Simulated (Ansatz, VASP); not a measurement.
# CoSi2 in VASP and in Ansatz

Contents of INCAR:

```
  PREC = Accurate
  ENCUT = 520
  EDIFF = 1E-6
  ISMEAR = 0
  SIGMA = 0.15
  LREAL = F
  LASPH = T
  NELM = 80
  ALGO = Fast
  ISIF = 2
  LWAVE = F
  LCHARG = F
  GGA = PE
  NBANDS = 26
```

KPOINTS

```
Automatic mesh
0
Gamma
  12 12 10
```

The input POSCAR:

```
CoSi2
1.0
    0.0000000000     -2.6799390597     -2.6799390597
   -2.6799390597      0.0000000000     -2.6799390597
    2.6799390597      2.6799390597     -5.3598781194
Co Si
2 4
Direct
   -0.0023945614      0.0024206734     -0.0006274362
    0.4976054386      0.5024206734      0.4993725638
    0.1226054386      0.1274206734      0.6243725638
    0.6226054386      0.6274206734      0.1243725638
    0.3726054386      0.3774206734      0.8743725638
    0.8869728070      0.8628966329      0.3781371811
```

Input for Ansatz:

```yaml
crystal:
  lattice:
    - [0.0, -2.6799390597, -2.6799390597]
    - [-2.6799390597, 0.0, -2.6799390597]
    - [2.6799390597, 2.6799390597, -5.3598781194]
  atoms:
    - { symbol: Co, position: [-0.0023945614, 0.0024206734, -0.0006274362] }
    - { symbol: Co, position: [0.4976054386, 0.5024206734, 0.4993725638] }
    - { symbol: Si, position: [0.1226054386, 0.1274206734, 0.6243725638] }
    - { symbol: Si, position: [0.6226054386, 0.6274206734, 0.1243725638] }
    - { symbol: Si, position: [0.3726054386, 0.3774206734, 0.8743725638] }
    - { symbol: Si, position: [0.886972807, 0.8628966329, 0.3781371811] }
basis:
  ecutwfc: 420
kpoints:
  mp_grid: { grid: [12, 12, 10] }
hamiltonian:
  xc: pbe
scf:
  occupations: { method: gaussian, width: 0.15 }
output:
  forces: true
  stress: true
  eigenvalues: true
```

Change from the starting cell: atom 6 moved 0.06 Å.

Alike in both runs: task single point; functional PBE; k mesh 12 × 12 × 10; occupations gaussian, width 0.15 eV; no spin polarisation.

|  | VASP | Ansatz |
| --- | --- | --- |
| version | VASP 6.6.1 | Ansatz 0.2.0 |
| potentials or method | VASP PAW PBE potentials, release 64 (Co, Si), cutoff 520 eV | scalar-relativistic, plane waves, PAW |
| valence electrons in the cell | 34 | 50 |

|  | VASP | Ansatz | Ansatz less VASP |
| --- | --- | --- | --- |
| gap on the k mesh at the Fermi level (eV) | none | none | - |
| pressure (GPa) | 0.3 | 0.1 | -0.20 |
| traceless stress, the component that is largest in VASP (GPa) | 0.96 | 0.96 | +0.001 |
| rms of the force components (eV/Å) | 0.163 | 0.163 | -0.0005 |

Atom by atom the forces differ by 0.001 eV/Å (rms over components). A gap of «none» marks a metal or a gap that the smearing closes. VASP's potentials hold 34 valence electrons a cell and Ansatz's 50, so a difference there can come from the potentials and not from the codes.
